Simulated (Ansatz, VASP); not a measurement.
Hf in VASP and in Ansatz

INCAR

```
PREC = Accurate
ENCUT = 600
EDIFF = 1E-6
ISMEAR = -1
SIGMA = 0.05
LREAL = False
LASPH = True
NELM = 100
ALGO = Fast
ISIF = 3
LWAVE = False
LCHARG = False
GGA = RP
IVDW = 12
IBRION = 2
NSW = 60
EDIFFG = -0.01
```

KPOINTS

```
Automatic mesh
0
Gamma
  10 10 10
```

POSCAR

```
Hf
1.0
    0.0000000000      2.2200000000      2.2200000000
    2.2200000000      0.0000000000      2.2200000000
    2.2200000000      2.2200000000      0.0000000000
Hf
1
Direct
    0.0000000000      0.0000000000      0.0000000000
```

The input input.yaml:

```yaml
crystal:
  lattice:
    - [0.0, 2.22, 2.22]
    - [2.22, 0.0, 2.22]
    - [2.22, 2.22, 0.0]
  atoms:
    - { symbol: Hf, position: [0.0, 0.0, 0.0] }
hamiltonian:
  xc: rpbe
  pseudopotentials: { kind: paw }
  dispersion: d3bj
kpoints:
  mp_grid: { grid: [10, 10, 10] }
scf:
  occupations: { method: fermi_dirac, width: 0.05 }
output:
  forces: true
  stress: true
  eigenvalues: true
relax:
  f_tol: 0.01
  max_steps: 40
  cell: { stress_tol: 0.05 }
```

Alike in both runs: task relaxation of cell and atoms; functional RPBE; dispersion D3(BJ); k mesh 10 × 10 × 10; occupations fermi-dirac, width 0.05 eV; no spin polarisation.

|  | VASP | Ansatz |
| --- | --- | --- |
| version | VASP 6.6.1 | Ansatz 0.2.0 |
| potentials or method | VASP PAW PBE potentials, release 64 (Hf_pv) | Ansatz PAW |
| plane-wave cutoff (eV) | 600 | 420 |
| valence electrons in the cell | 10 | 26 |

Ansatz gave:

* gap on the k mesh at the Fermi level, each at its own relaxed structure (eV): none
* relaxed volume (Å³/atom): 17.99
* relaxed cell length with the largest relative difference (Å): 2.941

Q: What did VASP give for the same quantities?

A: gap on the k mesh at the Fermi level, each at its own relaxed structure (eV): none; relaxed volume (Å³/atom): 17.91; relaxed cell length with the largest relative difference (Å): 2.937.

VASP's potentials were made for PBE, not for RPBE. A gap of «none» marks a metal or a gap that the smearing closes. VASP's potentials hold 10 valence electrons a cell and Ansatz's 26, so a difference there can come from the potentials and not from the codes.

Neither program's run includes spin-orbit coupling. Noted on VASP's run: the volume moved by over 15 % at a fixed basis, so the end points are rough. Noted on Ansatz's run: the volume moved by over 15 % at a fixed basis, so the end points are rough; the plane-wave basis is chosen anew once the cell has moved, so the energies of steps on either side of that aren't comparable.
